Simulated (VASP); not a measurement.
Here is a VASP 6.6.1 calculation.

The input INCAR:

```
SYSTEM = Al
PREC = Accurate
ENCUT = 520
EDIFF = 1E-6
ISMEAR = 0
SIGMA = 0.15
LREAL = .False.
LASPH = .True.
NELM = 100
ALGO = Fast
ISIF = 2
LWAVE = .False.
LCHARG = .False.
GGA = PE
NBANDS = 14
```

KPOINTS

```
regular mesh
0
Gamma
  16 16 5
  0 0 0
```

The input POSCAR:

```
Al
1.0
   -1.6174623135      1.6174623135     -1.6174623135
   -1.6174623135     -1.6174623135      1.6174623135
   -0.6469849254      6.4698492542      6.4698492542
Al
4
Direct
   -0.1750000000     -0.1750000000      0.8750000000
    0.4750000000      0.4750000000      0.1250000000
   -0.0750000000     -0.0750000000      0.3750000000
    0.3750000000      0.3750000000      0.6250000000
```

Potentials or basis: VASP PAW PBE potentials, release 64 (Al).

Command:

```bash
$ cat potpaw_PBE.64/Al/POTCAR > POTCAR
$ mpirun -np 1 vasp_std > vasp.out
```

(1) Estimate the largest force.

(2) Estimate the band gap on the k mesh.

(3) Predict the pressure.

## Answers

(1) 0.961 eV/Å.

(2) zero (bands 6 and 7 overlap by 6.47 eV).

(3) 1.5 GPa.
